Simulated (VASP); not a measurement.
# As (Ia-3) in VASP: a series of runs, part 2 of 3

VASP 6.6.1. The steps go on from the part before.

## 3. Single point, PBE

This run uses another cell than the first one, of 25.54 Å³/atom.

Contents of INCAR:

```
ALGO     = Normal         # electronic algorithm
EDIFF    = 1E-7           # SCF threshold, eV
ENCUT    = 520            # plane-wave cutoff, eV
GGA      = PE             # functional
ISIF     = 2              # what is computed and relaxed
ISMEAR   = 0              # smearing method
LASPH    = T              # aspherical terms in the spheres
LCHARG   = T              # write CHGCAR
LELF     = T              # ELF
LREAL    = F              # projectors in reciprocal space
LVHAR    = T            
LWAVE    = F              # write WAVECAR
NBANDS   = 30             # bands
NELM     = 80             # most SCF steps
PREC     = Accurate       # precision mode
SIGMA    = 0.1            # smearing width, eV
```

Contents of KPOINTS:

```
k-points
0
Gamma
  4 4 4
```

Contents of POSCAR:

```
As
1.0
   -3.7102748874      3.7102748874      3.7102748874
    3.7102748874     -3.7102748874      3.7102748874
    3.7102748874      3.7102748874     -3.7102748874
As
8
Direct
    0.1955801686      0.1955801686      0.1955801686
    0.5000000000      0.0000000000      0.3044198314
    0.3044198314      0.5000000000      0.0000000000
    0.0000000000      0.3044198314      0.5000000000
    0.8044198314      0.8044198314      0.8044198314
    0.5000000000      0.0000000000      0.6955801686
    0.6955801686      0.5000000000      0.0000000000
    0.0000000000      0.6955801686      0.5000000000
```

Potentials or basis: VASP PAW PBE potentials, release 64 (As).

Command:

```sh
> cat potpaw_PBE.64/As/POTCAR > POTCAR
> mpirun -np 1 vasp_std > vasp.out
```

OUTCAR:

```text
EDIFF = 1E-7
   ENCUT = 520
   GGA = PE
   ISIF = 2
   ISMEAR = 0
   LASPH = T
   LREAL = F
   NELM = 80
   PREC = Accurate

 ion  position               nearest neighbor table
   1  0.196  0.196  0.196-   5 2.51   3 2.68   4 2.68   2 2.68
   2  0.500  0.000  0.304-   6 2.51   4 2.68   1 2.68   3 2.68
   3  0.304  0.500  0.000-   7 2.51   2 2.68   1 2.68   4 2.68
   4  0.000  0.304  0.500-   8 2.51   3 2.68   1 2.68   2 2.68
   5  0.804  0.804  0.804-   1 2.51   6 2.68   7 2.68   8 2.68
   6  0.500  0.000  0.696-   2 2.51   5 2.68   7 2.68   8 2.68
   7  0.696  0.500  0.000-   3 2.51   5 2.68   8 2.68   6 2.68
   8  0.000  0.696  0.500-   4 2.51   5 2.68   6 2.68   7 2.68

  LATTYP: Found a body centered cubic cell.
 ALAT       =     7.4205497748

  Lattice vectors:

 A1 = (  -3.7102748874,   3.7102748874,   3.7102748874)
 A2 = (   3.7102748874,  -3.7102748874,   3.7102748874)
 A3 = (   3.7102748874,   3.7102748874,  -3.7102748874)

Analysis of symmetry for initial positions (statically):
=====================================================================
 Subroutine PRICEL returns:
 Original cell was already a primitive cell.

 Routine SETGRP: Setting up the symmetry group for a
 body centered cubic supercell.

 Subroutine GETGRP returns: Found 24 space group operations
 (whereof  6 operations were pure point group operations)
 out of a pool of 48 trial point group operations.

The static configuration has the point symmetry S_6 .
 The point group associated with its full space group is T_h .

Analysis of symmetry for dynamics (positions and initial velocities):
=====================================================================
 Subroutine PRICEL returns:
 Original cell was already a primitive cell.

[... 124 lines left out ...]
  volume/ion in A,a.u.               =      25.54       172.34
  Fermi-wavevector in a.u.,A,eV,Ry     =   0.950609  1.796391 12.295015  0.903658
  Thomas-Fermi vector in A             =   2.079002
   LORBIT       =      0    0 simple, 1 ext, 2 COOP (PROOUT), +10 PAW based schemes
   GGA     = PE    functional components
   LHFCALC =     F    Hartree Fock is set to
   AEXX    =    0.0000 exact exchange contribution
   IVDW    =     0    specifies the selected vdW correction
   LEPSILON=     F    determine dielectric tensor
   LRPA    =     F    only Hartree local field effects (RPA)
 non-spin polarized calculation
 Gauss-broadening in eV      SIGMA  =   0.10
  energy-cutoff  :      520.00
  volume of cell :      204.30
 maximum number of plane-waves:      5594
   NGX = 23   NGY = 23   NGZ = 23

 number of electron      39.9999997 magnetization

 Free energy of the ion-electron system (eV)
  ---------------------------------------------------
  ext. energy  EPLUGINS =         0.00000000
  ---------------------------------------------------
  free energy    TOTEN  =       -35.38976211 eV

  energy without entropy =      -35.36938488  energy(sigma->0) =      -35.37957349

 E-fermi :   4.0417     XC(G=0):  -9.1584

 val. band max:        3.8744420479   @ k =   0.5000   0.0000   0.0000
 cond. band min:       4.0794417989   @ k =   0.2500   0.0000   0.0000
 fundamental gap:      0.2049997510
 Fermi energy:         4.0416957486

 k-point     1 :       0.0000    0.0000    0.0000
  band No.  band energies     occupation
      1     -10.2093      2.00000
      2      -7.7001      2.00000
      3      -7.5098      2.00000
      4      -7.5098      2.00000
      5      -7.5098      2.00000
      6      -5.4400      2.00000
[... 253 lines left out ...]
     29       5.9772      0.00000
     30       5.9772      0.00000

------------------------ aborting loop because EDIFF is reached ----------------------------------------

  FORCE on cell =-STRESS in cart. coord.  units (eV):
  Direction    XX          YY          ZZ          XY          YZ          ZX
  --------------------------------------------------------------------------------------
  -------------------------------------------------------------------------------------
  Total        0.3311247      0.3311247      0.3311247      0.0000000      0.0000000      0.0000000
  in kB        2.5967130      2.5967130      2.5967130      0.0000000      0.0000000      0.0000000
  external PRESSURE =       2.5967130 kB  Pullay stress =       0.0000000 kB

 VOLUME and BASIS-vectors are now :
 -----------------------------------------------------------------------------
  energy-cutoff  :      520.00
  volume of cell :      204.30
      direct lattice vectors                 reciprocal lattice vectors
    -3.710274887  3.710274887  3.710274887     0.000000000  0.134760905  0.134760905
     3.710274887 -3.710274887  3.710274887     0.134760905  0.000000000  0.134760905
     3.710274887  3.710274887 -3.710274887     0.134760905  0.134760905  0.000000000

 POSITION                                       TOTAL-FORCE (eV/Angst)
 -----------------------------------------------------------------------------------
      0.72566      0.72566      0.72566         0.021791      0.021791      0.021791
     -0.72566      2.98462      0.72566        -0.021791     -0.021791      0.021791
      0.72566     -0.72566      2.98462         0.021791     -0.021791     -0.021791
      2.98462      0.72566     -0.72566        -0.021791      0.021791     -0.021791
      2.98462      2.98462      2.98462        -0.021791     -0.021791     -0.021791
      0.72566      4.43593     -0.72566         0.021791      0.021791     -0.021791
     -0.72566      0.72566      4.43593        -0.021791      0.021791      0.021791
      4.43593     -0.72566      0.72566         0.021791     -0.021791      0.021791
 -----------------------------------------------------------------------------------
    total drift:                                0.000000     -0.000000     -0.000000

  FREE ENERGIE OF THE ION-ELECTRON SYSTEM (eV)
  ---------------------------------------------------
  free  energy   TOTEN  =       -35.3897621053 eV

  energy  without entropy=      -35.3693848808  energy(sigma->0) =      -35.37957349
```

stdout:

```text
POSCAR found type information on POSCAR As
 POSCAR found :  1 types and       8 ions
 scaLAPACK will be used
 LDA part: xc-table for (Slater+PW92), standard interpolation
 POSCAR, INCAR and KPOINTS ok, starting setup
 FFT: planning ... GRIDC
 FFT: planning ... GRID_SOFT
 FFT: planning ... GRID
 WAVECAR not read
 entering main loop
```

Wall time 32 s (1 thread of Intel Xeon 6975P-C (Granite Rapids), shared host); peak memory 0.31 GiB.

What came out:

- Free energy: -35.3898 eV
- Pressure: 0.3 GPa
- Largest force: 0.038 eV/Å
- Band gap on the k mesh: zero (bands 20 and 21 overlap by 0.76 eV)

Forces on the atoms (eV/Å):
```
As   0.022  0.022  0.022
As  -0.022 -0.022  0.022
As   0.022 -0.022 -0.022
As  -0.022  0.022 -0.022
As  -0.022 -0.022 -0.022
As   0.022  0.022 -0.022
As  -0.022  0.022  0.022
As   0.022 -0.022  0.022
```

## 4. Relaxation of cell and atoms, PBE

Contents of INCAR:

```
PREC = Accurate
ENCUT = 600
EDIFF = 1E-6
ISMEAR = 0
SIGMA = 0.1
LREAL = F
LASPH = T
NELM = 60
ALGO = Normal
ISIF = 3
LWAVE = F
LCHARG = F
GGA = PE
IBRION = 2
NSW = 90
EDIFFG = -0.04
```

Contents of KPOINTS:

```
regular mesh
0
Gamma
  4 4 4
```

Contents of POSCAR:

```
As
1.0
   -3.5050532000      3.5050532000      3.5050532000
    3.5050532000     -3.5050532000      3.5050532000
    3.5050532000      3.5050532000     -3.5050532000
As
8
Direct
    0.2006000000      0.2006000000      0.2006000000
    0.5000000000      0.0000000000      0.2994000000
    0.2994000000      0.5000000000      0.0000000000
    0.0000000000      0.2994000000      0.5000000000
    0.7994000000      0.7994000000      0.7994000000
    0.5000000000      0.0000000000      0.7006000000
    0.7006000000      0.5000000000      0.0000000000
    0.0000000000      0.7006000000      0.5000000000
```

Command:

```sh
> cat potpaw_PBE.64/As/POTCAR > POTCAR
> mpirun -np 1 vasp_std > vasp.out
```

It took 2.5 min on 1 thread of Intel Xeon 6975P-C (Granite Rapids), shared host; peak memory 0.36 GiB.

Results (log left out):

```yaml
Free_energy: -35.3898 eV
Relaxed_volume: 25.64 Å³/atom
Relaxed_cell: a = 6.435 Å, b = 6.435 Å, c = 6.435 Å, α = 109.47°, β = 109.47°, γ = 109.47°
Space_group_after_relaxing_to_0.1_Å: Ia-3 (No. 206)
Energy_gained_by_relaxing: 128.9 meV/atom
Ionic_steps: 6
Pressure_after_relaxing: -0.1 GPa
Largest_force_after_relaxing: 0.030 eV/Å
Band_gap_on_the_k_mesh: zero (bands 20 and 21 overlap by 0.73 eV)
```

Forces on the atoms (eV/Å):
```
As  -0.017 -0.017 -0.017
As   0.017  0.017 -0.017
As  -0.017  0.017  0.017
As   0.017 -0.017  0.017
As   0.017  0.017  0.017
As  -0.017 -0.017  0.017
As   0.017 -0.017 -0.017
As  -0.017  0.017 -0.017
```

The path:
| step | energy change (eV) | largest force (eV/Å) | pressure (GPa) | volume (Å³) |
| --- | --- | --- | --- | --- |
| 1 | 0.0000 | 0.4707 | 12.19 | 172.24 |
| 2 | -0.7610 | 0.5399 | -3.68 | 216.40 |
| 3 | -0.9743 | 0.2825 | 0.20 | 200.38 |
| 4 | -0.9740 | 0.2936 | 0.03 | 200.97 |
| 5 | -1.0005 | 0.2262 | -0.04 | 202.19 |
| 6 | -1.0312 | 0.0301 | -0.10 | 205.11 |

Final structure:
```xyz
8
Lattice="-3.7152 3.7152 3.7152 3.7152 -3.7152 3.7152 3.7152 3.7152 -3.7152" Properties=species:S:1:pos:R:3 pbc="T T T"
As    0.7298    0.7298    0.7298
As   -0.7298    2.9854    0.7298
As    0.7298   -0.7298    2.9854
As    2.9854    0.7298   -0.7298
As    2.9854    2.9854    2.9854
As    0.7298    4.4450   -0.7298
As   -0.7298    0.7298    4.4450
As    0.7298    2.9854    4.4450
```

Levels at points of the mesh, in eV from the Fermi level:
```
           k point  band 17  band 18  band 19  band 20  band 21  band 22  band 23  band 24
(0.00, 0.00, 0.00)    -1.49    -1.49    -1.49     0.54     0.54     0.54     1.41     1.41
(0.50, 0.00, 0.00)    -2.13    -2.13    -0.33    -0.33    -0.18    -0.18     1.43     1.43
(0.50, 0.50, 0.50)    -2.17    -1.89    -0.19    -0.19    -0.19     0.53     0.94     0.94
```

Caveat: the volume moved by over 15 % at a fixed basis, so the end points are rough.

[end of part 2 of 3]
